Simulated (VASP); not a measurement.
A run of VASP 6.6.1:

The input INCAR:

```
SYSTEM = Ru
PREC = Accurate ; ENCUT = 520
EDIFF = 1E-7 ; ISMEAR = 0
SIGMA = 0.15 ; LREAL = .False.
LASPH = .True. ; NELM = 60
ALGO = Fast ; ISIF = 2
LWAVE = .False. ; LCHARG = .False.
GGA = CA ; NBANDS = 21
```

KPOINTS

```
Automatic mesh
0
Gamma
  21 21 10
  0 0 0
```

POSCAR

```
Ru
1.0
    2.6740588025      0.0000000000      0.0000000000
   -1.3370294013      2.3158028542      0.0000000000
    0.0000000000      0.0000000000      4.2267610266
Ru
2
Direct
    0.3286696504      0.7271208628      0.2500000000
    0.6713303496      0.2728791372      0.7500000000
```

Potentials or basis: VASP PAW LDA potentials, release 64 (Ru_pv).

Launch:

```sh
$ cat potpaw_LDA.64/Ru_pv/POTCAR > POTCAR
$ mpirun -np 1 vasp_std > vasp.out
```

Hardware: 1 thread of Intel(R) Xeon(R) 6975P-C (Granite Rapids) (shared host).

Q: Estimate the wall time of this run.

A: Wall time 4.2 min on 1 thread of Intel(R) Xeon(R) 6975P-C (Granite Rapids), on a shared host, peak memory 0.61 GiB. Counts: scf iterations 14, k points 1326.
